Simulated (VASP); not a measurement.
Runs of VASP 6.6.1 on Pb. The structure is that of space group Fm-3m (No. 225), or close to it. The cells are those of the table. 

```csv
task,cell,gap on the mesh (eV),pressure (GPa)
single point,"a = 3.425 Å, angles 60.0°, 1 atom",none,2.9
single point,"a = 3.187 Å, angles 60.0°, 1 atom",none,(a)
single point,"a = 3.487 Å, angles 60.0°, 1 atom",none,(b)
relaxation of cell and atoms,"relaxed to 25 GPa from a = 3.236 Å, angles 60.0°, 1 atom",none,25.0
single point,"a = 3.236 Å, angles 60.0°, 1 atom",none,18.6
single point,"a = 3.355 Å, angles 60.0°, 1 atom",none,7.4
```

Alike in all rows: level PBEsol; potentials or basis VASP PAW PBE potentials, release 64 (Pb_d); no spin polarisation; k mesh 16 × 16 × 16; cutoff (eV) 500; smearing gaussian 0.1 eV.

Problem. Fill in the values left out.

Solution. (a) 24.9; (b) -0.1.

Caveats: the PAW data sets were made with another functional, which shifts forces and pressure a little; spin-orbit coupling is left out, which moves the levels of the heavy elements; the cell stands under pressure (at least some runs); the cell is relaxed towards a set pressure, so the run minimises the enthalpy, not the energy (at least some runs).

A k mesh can miss the band edges, and the runs leave out spin-orbit coupling on Pb.

A gap of «none» marks levels without a gap at the run's occupations.
